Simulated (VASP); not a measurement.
Runs of VASP 6.6.1 on NiGe3. The structure is that of space group Pm-3m (No. 221), or close to it. The cells are those of the table. 

| task | level | cell | k mesh | cutoff (eV) | gap on the mesh (eV) | pressure (GPa) | relaxed volume (Å³/atom) |
| --- | --- | --- | --- | --- | --- | --- | --- |
| single point | PBE | a = 4.035 Å, 4 atoms | 10 × 10 × 10 | 520 | none | 0.0 | - |
| single point | PBE | a = 4.033 Å, 4 atoms | 6 × 6 × 6 | 520 | none | (a) | - |
| single point | r2SCAN | a = 4.035 Å, 4 atoms | 10 × 10 × 10 | 520 | none | -3.4 | - |
| relaxation of cell and atoms | PBE | relaxed from a = 3.825 Å, 4 atoms | 6 × 6 × 6 | 600 | none | 0.1 | 16.48 |
| relaxation of cell and atoms | PBE | relaxed from a = 4.033 Å, 4 atoms | 10 × 10 × 10 | 600 | none | 0.0 | 16.43 |

Alike in all rows: potentials or basis VASP PAW PBE potentials, release 64 (Ge_d, Ni); no spin polarisation; smearing gaussian 0.1 eV.

Q: Fill in the values left out.

A: (a) 0.5.

Caveats: the PAW data sets were made with another functional, which shifts forces and pressure a little (some runs); the volume moved by over 15 % at a fixed basis, so the end points are rough (some runs).

A k mesh can miss the band edges, and the runs leave out spin-orbit coupling on Ge.

A gap of «none» marks levels without a gap at the run's occupations.
